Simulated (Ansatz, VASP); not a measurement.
**One calculation of Co, two programs**

```
Co
1.0
     2.52010    0.00000    0.00000
    -1.26005    2.18247    0.00000
     0.00000    0.00000    4.11676
Co
2
Cartesian
  0.0000 1.4550 3.0470
  1.2600 0.7275 1.0698
```

Alike in both runs: task single point; functional PBEsol; k mesh 12 × 12 × 7; occupations fermi-dirac, width 0.05 eV; collinear spin.

|  | VASP | Ansatz |
| --- | --- | --- |
| version | VASP 6.6.1 | Ansatz 0.2.0 |
| potentials or method | VASP PAW PBE potentials, release 64 (Co_sv) | Ansatz PAW |
| plane-wave cutoff (eV) | 600 | 420 |
| valence electrons in the cell | 34 | 34 |

Ansatz gave:

* gap on the k mesh at the Fermi level (eV): none
* pressure (GPa): -16.2
* traceless stress, the component that is largest in VASP (GPa): -1.60
* rms of the force components (eV/Å): 0.188
* net moment per atom (μB): 1.66
* size of the moment on the site where the two differ most (μB): 1.74

Q: Estimate VASP's values.

A: gap on the k mesh at the Fermi level (eV): none; pressure (GPa): -19.7; traceless stress, the component that is largest in VASP (GPa): -1.61; rms of the force components (eV/Å): 0.185; net moment per atom (μB): 1.66; size of the moment on the site where the two differ most (μB): 1.73.

VASP's potentials were made for PBE, not for PBEsol. Site moments also hang on the region over which each program counts them. Atom by atom the forces differ by 0.003 eV/Å (rms over components). A gap of «none» marks a metal or a gap that the smearing closes. With one functional, cell and mesh, what is left measures potentials, basis and numerics.
